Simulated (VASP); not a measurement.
# WSe2 (WSe2 (P6_3/mmc)) (P6_3/mmc) in VASP: relaxation of the atoms with PBE

Aim: the relaxation of the atoms of WSe2 (WSe2 (P6_3/mmc)) with PBE.

All numbers are computed with VASP 6.6.1; they aren't measurements. Logs are shortened: lines on timing, memory, paths and dates and some standing lists are left out, and cuts for length are marked.

### 1 The cell of the first run

Symmetry: P6_3/mmc, No. 194, hexagonal system. The conventional cell has a = 3.250 Å, b = 3.250 Å, c = 12.826 Å, α = 90.00°, β = 90.00°, γ = 120.00°. Within 3.3 Å of W (site symmetry -6m2) lie 6 Se at 2.51 Å and 6 W at 3.25 Å. Se (site symmetry 3m) has 3 W at 2.51 Å and 6 Se at 3.25 Å within 3.3 Å.

### 2 Relaxation of the atoms, PBE

INCAR reads:

```
SYSTEM = WSe2
  PREC = Accurate
  ENCUT = 450
  EDIFF = 1E-7
  ISMEAR = 0
  SIGMA = 0.01
  LREAL = .FALSE.
  LASPH = .TRUE.
  NELM = 120
  ALGO = Normal
  ISIF = 2
  LWAVE = .FALSE.
  LCHARG = .FALSE.
  GGA = PE
  IBRION = 2
  NSW = 100
  EDIFFG = -0.03
  GGA_COMPAT = .FALSE.
  NELMIN = 4
```

KPOINTS reads:

```
Automatic mesh
0
G
  2 2 1
  0 0 0
```

POSCAR reads:

```
WSe2
1.0
    6.4998547650      0.0000000550      0.0000000000
   -3.2499274300      5.6290393150      0.0000000000
    0.0000000000      0.0000000000     12.8261208300
W Se
8 16
Direct
    0.3333333350      0.1666666650      0.7500000000
    0.1666666650      0.3333333350      0.2500000000
    0.3333333350      0.6666666650      0.7500000000
    0.1666666650      0.8333333350      0.2500000000
    0.8333333350      0.1666666650      0.7500000000
    0.6666666650      0.3333333350      0.2500000000
    0.8333333350      0.6666666650      0.7500000000
    0.6666666650      0.8333333350      0.2500000000
    0.1666666650      0.3333333350      0.8799483400
    0.3333333350      0.1666666650      0.3799483400
    0.1666666650      0.3333333350      0.6200516600
    0.3333333350      0.1666666650      0.1200516600
    0.1666666650      0.8333333350      0.8799483400
    0.3333333350      0.6666666650      0.3799483400
    0.1666666650      0.8333333350      0.6200516600
    0.3333333350      0.6666666650      0.1200516600
    0.6666666650      0.3333333350      0.8799483400
    0.8333333350      0.1666666650      0.3799483400
    0.6666666650      0.3333333350      0.6200516600
    0.8333333350      0.1666666650      0.1200516600
    0.6666666650      0.8333333350      0.8799483400
    0.8333333350      0.6666666650      0.3799483400
    0.6666666650      0.8333333350      0.6200516600
    0.8333333350      0.6666666650      0.1200516600
```

Potentials or basis: VASP PAW PBE potentials, release 64 (W_sv, Se).

The run is started by

```bash
$ cat potpaw_PBE.64/W_sv/POTCAR potpaw_PBE.64/Se/POTCAR > POTCAR
$ mpirun -np 1 vasp_std > vasp.out
```

OUTCAR:

```text
SYSTEM = WSe2
   PREC = Accurate
   ENCUT = 450
   EDIFF = 1E-7
   ISMEAR = 0
   LREAL = .FALSE.
   LASPH = .TRUE.
   NELM = 120
   ISIF = 2
   GGA = PE
   IBRION = 2
   NSW = 100
   EDIFFG = -0.03
   NELMIN = 4

 ion  position               nearest neighbor table
   1  0.333  0.167  0.750-  13 2.51  15 2.51  17 2.51  19 2.51   9 2.51  11 2.51   3 3.25   3 3.25
                             7 3.25   7 3.25   5 3.25   5 3.25
   2  0.167  0.333  0.250-  14 2.51  16 2.51  18 2.51  20 2.51  10 2.51  12 2.51   4 3.25   4 3.25
                             8 3.25   8 3.25   6 3.25   6 3.25
   3  0.333  0.667  0.750-   9 2.51  11 2.51  21 2.51  23 2.51  13 2.51  15 2.51   1 3.25   1 3.25
                             5 3.25   5 3.25   7 3.25   7 3.25
   4  0.167  0.833  0.250-  10 2.51  12 2.51  22 2.51  24 2.51  14 2.51  16 2.51   2 3.25   2 3.25
                             6 3.25   6 3.25   8 3.25   8 3.25
   5  0.833  0.167  0.750-  21 2.51  23 2.51   9 2.51  11 2.51  17 2.51  19 2.51   7 3.25   7 3.25
                             3 3.25   3 3.25   1 3.25   1 3.25
   6  0.667  0.333  0.250-  22 2.51  24 2.51  10 2.51  12 2.51  18 2.51  20 2.51   8 3.25   8 3.25
                             4 3.25   4 3.25   2 3.25   2 3.25
   7  0.833  0.667  0.750-  17 2.51  19 2.51  13 2.51  15 2.51  21 2.51  23 2.51   5 3.25   5 3.25
                             1 3.25   1 3.25   3 3.25   3 3.25
   8  0.667  0.833  0.250-  18 2.51  20 2.51  14 2.51  16 2.51  22 2.51  24 2.51   6 3.25   6 3.25
                             2 3.25   2 3.25   4 3.25   4 3.25
   9  0.167  0.333  0.880-   3 2.51   5 2.51   1 2.51
[... 22 lines left out ...]
 A1 = (   6.4998547650,   0.0000000550,   0.0000000000)
 A2 = (  -3.2499274300,   5.6290393150,   0.0000000000)
 A3 = (   0.0000000000,   0.0000000000,  12.8261208300)

Analysis of symmetry for initial positions (statically):
=====================================================================
 Subroutine PRICEL returns following result:

  LATTYP: Found a hexagonal cell.
 ALAT       =     3.2499273825
 C/A-ratio  =     3.9465868989

  Lattice vectors:

 A1 = (   3.2499273825,   0.0000000275,   0.0000000000)
 A2 = (  -1.6249637150,   2.8145196575,   0.0000000000)
 A3 = (   0.0000000000,   0.0000000000,  12.8261208300)

   4 primitive cells build up your supercell.

 Routine SETGRP: Setting up the symmetry group for a
 hexagonal supercell.

 Subroutine GETGRP returns: Found 24 space group operations
 (whereof 12 operations were pure point group operations)
 out of a pool of 24 trial point group operations.

The static configuration has the point symmetry D_3d.
 The point group associated with its full space group is D_6h.

Analysis of symmetry for dynamics (positions and initial velocities):
=====================================================================
 Subroutine PRICEL returns following result:

  LATTYP: Found a hexagonal cell.
 ALAT       =     3.2499273825
 C/A-ratio  =     3.9465868989

  Lattice vectors:

 A1 = (   3.2499273825,   0.0000000275,   0.0000000000)
 A2 = (  -1.6249637150,   2.8145196575,   0.0000000000)
 A3 = (   0.0000000000,   0.0000000000,  12.8261208300)

   4 primitive cells build up your supercell.

 Routine SETGRP: Setting up the symmetry group for a
 hexagonal supercell.

 Subroutine GETGRP returns: Found 24 space group operations
 (whereof 12 operations were pure point group operations)
 out of a pool of 24 trial point group operations.

The dynamic configuration has the point symmetry D_3d.
 The point group associated with its full space group is D_6h.

 Subroutine INISYM returns: Found 24 space group operations
 (whereof 12 operations are pure point group operations),
 and found     4 'primitive' translations

----------------------------------------------------------------------------------------

                                     Primitive cell

  volume of cell :     117.3203

  direct lattice vectors                    reciprocal lattice vectors
[... 101 lines left out ...]
   LEPSILON=     F    determine dielectric tensor
   LRPA    =     F    only Hartree local field effects (RPA)
 conjugate gradient relaxation of ions
 non-spin polarized calculation
 Gauss-broadening in eV      SIGMA  =   0.01
  energy-cutoff  :      450.00
  volume of cell :      469.28
 maximum number of plane-waves:     10245
 NGX is ok and might be reduce to    48
   NGX = 23   NGY = 23   NGZ = 45

--------------------------------------- Ionic step        1  -------------------------------------------

 number of electron     208.0000014 magnetization

 Free energy of the ion-electron system (eV)
  ---------------------------------------------------
  ext. energy  EPLUGINS =         0.00000000
  ---------------------------------------------------
  free energy    TOTEN  =      -172.14557206 eV

  energy without entropy =     -172.14557206  energy(sigma->0) =     -172.14557206

------------------------ aborting loop because EDIFF is reached ----------------------------------------

  FORCE on cell =-STRESS in cart. coord.  units (eV):
  Direction    XX          YY          ZZ          XY          YZ          ZX
  --------------------------------------------------------------------------------------
  -------------------------------------------------------------------------------------
  Total       23.5713379     23.5713379     26.5786188      0.0000000      0.0000000     -0.0000000
  in kB       80.4751050     80.4751049     90.7422883      0.0000000      0.0000000     -0.0000000
  external PRESSURE =      83.8974994 kB  Pullay stress =       0.0000000 kB

 VOLUME and BASIS-vectors are now :
 -----------------------------------------------------------------------------
  energy-cutoff  :      450.00
  volume of cell :      469.28
      direct lattice vectors                 reciprocal lattice vectors
     6.499854765  0.000000055  0.000000000     0.153849591  0.088825104  0.000000000
    -3.249927430  5.629039315  0.000000000    -0.000000002  0.177650206  0.000000000
     0.000000000  0.000000000 12.826120830     0.000000000  0.000000000  0.077965896

 POSITION                                       TOTAL-FORCE (eV/Angst)
 -----------------------------------------------------------------------------------
      1.62496      0.93817      9.61959        -0.000000      0.000000     -0.000000
     -0.00000      1.87635      3.20653         0.000000     -0.000000     -0.000000
     -0.00000      3.75269      9.61959        -0.000000      0.000000     -0.000000
     -1.62496      4.69087      3.20653        -0.000000     -0.000000     -0.000000
      4.87489      0.93817      9.61959        -0.000000      0.000000      0.000000
      3.24993      1.87635      3.20653         0.000000     -0.000000     -0.000000
[... 16 lines left out ...]
      1.62496      4.69087      7.95286         0.000000     -0.000000     -0.481718
      3.24993      3.75269      1.53980         0.000000     -0.000000     -0.481718
 -----------------------------------------------------------------------------------
    total drift:                               -0.000036      0.000021      0.000000

  FREE ENERGIE OF THE ION-ELECTRON SYSTEM (eV)
  ---------------------------------------------------
  free  energy   TOTEN  =      -172.1455720638 eV

  energy  without entropy=     -172.1455720638  energy(sigma->0) =     -172.14557206

--------------------------------------- Ionic step        2  -------------------------------------------

 number of electron     208.0000012 magnetization

 Free energy of the ion-electron system (eV)
  ---------------------------------------------------
  ext. energy  EPLUGINS =         0.00000000
  ---------------------------------------------------
  free energy    TOTEN  =      -172.23774908 eV

  energy without entropy =     -172.23774908  energy(sigma->0) =     -172.23774908

 E-fermi :   6.7810     XC(G=0): -10.9677

 val. band max:        6.6455755091   @ k =   0.0000   0.0000   0.0000
 cond. band min:       7.9544153683   @ k =   0.5000   0.0000   0.0000
 fundamental gap:      1.3088398591
 Fermi energy:         6.7809876709

 k-point     1 :       0.0000    0.0000    0.0000
  band No.  band energies     occupation
      1     -67.5808      2.00000
      2     -67.5807      2.00000
      3     -67.5684      2.00000
      4     -67.5684      2.00000
      5     -67.5684      2.00000
      6     -67.5684      2.00000
[... 108 lines left out ...]
    115       9.4140      0.00000
    116       9.4579      0.00000

 k-point     2 :       0.5000    0.0000    0.0000
  band No.  band energies     occupation
      1     -67.5746      2.00000
      2     -67.5746      2.00000
      3     -67.5745      2.00000
      4     -67.5745      2.00000
      5     -67.5684      2.00000
      6     -67.5684      2.00000
[... 108 lines left out ...]
    115       8.9541      0.00000
    116       8.9541      0.00000
 [bands above 116 left out]

------------------------ aborting loop because EDIFF is reached ----------------------------------------

  FORCE on cell =-STRESS in cart. coord.  units (eV):
  Direction    XX          YY          ZZ          XY          YZ          ZX
  --------------------------------------------------------------------------------------
  -------------------------------------------------------------------------------------
  Total       19.4499394     19.4499393     15.8752810      0.0000000      0.0000000     -0.0000000
  in kB       66.4042033     66.4042032     54.1999317      0.0000000      0.0000000     -0.0000000
  external PRESSURE =      62.3361127 kB  Pullay stress =       0.0000000 kB

 VOLUME and BASIS-vectors are now :
 -----------------------------------------------------------------------------
  energy-cutoff  :      450.00
  volume of cell :      469.28
      direct lattice vectors                 reciprocal lattice vectors
     6.499854765  0.000000055  0.000000000     0.153849591  0.088825104  0.000000000
    -3.249927430  5.629039315  0.000000000    -0.000000002  0.177650206  0.000000000
     0.000000000  0.000000000 12.826120830     0.000000000  0.000000000  0.077965896

 POSITION                                       TOTAL-FORCE (eV/Angst)
 -----------------------------------------------------------------------------------
      1.62496      0.93817      9.61959         0.000000     -0.000000      0.000000
     -0.00000      1.87635      3.20653        -0.000000      0.000000      0.000000
     -0.00000      3.75269      9.61959        -0.000000     -0.000000      0.000000
     -1.62496      4.69087      3.20653        -0.000000      0.000000      0.000000
      4.87489      0.93817      9.61959         0.000000     -0.000000      0.000000
      3.24993      1.87635      3.20653        -0.000000      0.000000      0.000000
[... 16 lines left out ...]
      1.62496      4.69087      7.92962        -0.000000      0.000000     -0.020827
      3.24993      3.75269      1.51656         0.000000      0.000000     -0.020827
 -----------------------------------------------------------------------------------
    total drift:                               -0.000036      0.000021      0.000000

  FREE ENERGIE OF THE ION-ELECTRON SYSTEM (eV)
  ---------------------------------------------------
  free  energy   TOTEN  =      -172.2377490831 eV

  energy  without entropy=     -172.2377490831  energy(sigma->0) =     -172.23774908

 reached required accuracy - stopping structural energy minimisation
```

Run time: 7.3 min. Hardware: 1 thread of Intel Xeon 6975P-C, shared host; peak memory 0.54 GiB.

What came out:

- Free energy: -172.2377 eV
- Energy gained by relaxing: 3.8 meV/atom
- Ionic steps: 2
- Pressure after relaxing: 6.2 GPa
- Largest force after relaxing: 0.021 eV/Å
- Band gap on the k mesh: 1.31 eV

Forces on the atoms (eV/Å):
```
W    0.000  0.000  0.000
W    0.000  0.000  0.000
W    0.000  0.000  0.000
W    0.000  0.000  0.000
W    0.000  0.000  0.000
W    0.000  0.000  0.000
W    0.000  0.000  0.000
W    0.000  0.000  0.000
Se   0.000  0.000  0.021
Se   0.000  0.000  0.021
Se   0.000  0.000 -0.021
Se   0.000  0.000 -0.021
Se   0.000  0.000  0.021
Se   0.000  0.000  0.021
Se   0.000  0.000 -0.021
Se   0.000  0.000 -0.021
Se   0.000  0.000  0.021
Se   0.000  0.000  0.021
Se   0.000  0.000 -0.021
Se   0.000  0.000 -0.021
Se   0.000  0.000  0.021
Se   0.000  0.000  0.021
Se   0.000  0.000 -0.021
Se   0.000  0.000 -0.021
```

The path:
| step | energy change (eV) | largest force (eV/Å) | pressure (GPa) |
| --- | --- | --- | --- |
| 1 | 0.0000 | 0.4817 | 8.39 |
| 2 | -0.0922 | 0.0208 | 6.23 |

Final structure:
```xyz
24
Lattice="6.4999 0.0000 0.0000 -3.2499 5.6290 0.0000 0.0000 0.0000 12.8261" Properties=species:S:1:pos:R:3 pbc="T T T"
W     1.6250    0.9382    9.6196
W     0.0000    1.8763    3.2065
W     0.0000    3.7527    9.6196
W    -1.6250    4.6909    3.2065
W     4.8749    0.9382    9.6196
W     3.2499    1.8763    3.2065
W     3.2499    3.7527    9.6196
W     1.6250    4.6909    3.2065
Se    0.0000    1.8763   11.3096
Se    1.6250    0.9382    4.8965
Se    0.0000    1.8763    7.9296
Se    1.6250    0.9382    1.5166
Se   -1.6250    4.6909   11.3096
Se    0.0000    3.7527    4.8965
Se   -1.6250    4.6909    7.9296
Se    0.0000    3.7527    1.5166
Se    3.2499    1.8763   11.3096
Se    4.8749    0.9382    4.8965
Se    3.2499    1.8763    7.9296
Se    4.8749    0.9382    1.5166
Se    1.6250    4.6909   11.3096
Se    3.2499    3.7527    4.8965
Se    1.6250    4.6909    7.9296
Se    3.2499    3.7527    1.5166
```

Levels at points of the mesh, in eV from the valence-band top:
```csv
k point,band 100,band 101,band 102,band 103,band 104,band 105,band 106,band 107,band 108,band 109
"(0.00, 0.00, 0.00)",-1.02,-0.94,-0.94,-0.94,0.00,2.34,2.34,2.34,2.36,2.36
"(0.50, 0.00, 0.00)",-1.24,-0.88,-0.88,-0.69,-0.69,1.31,1.31,1.38,1.38,2.06
```

Caveat: the k points lie up to 0.56 Å⁻¹ apart; spin-orbit coupling is left out, which moves the levels of the heavy elements; this functional lacks dispersion, which binds the layers, so the pressure and a relaxed spacing across them are unreliable. A k mesh can miss the band edges.
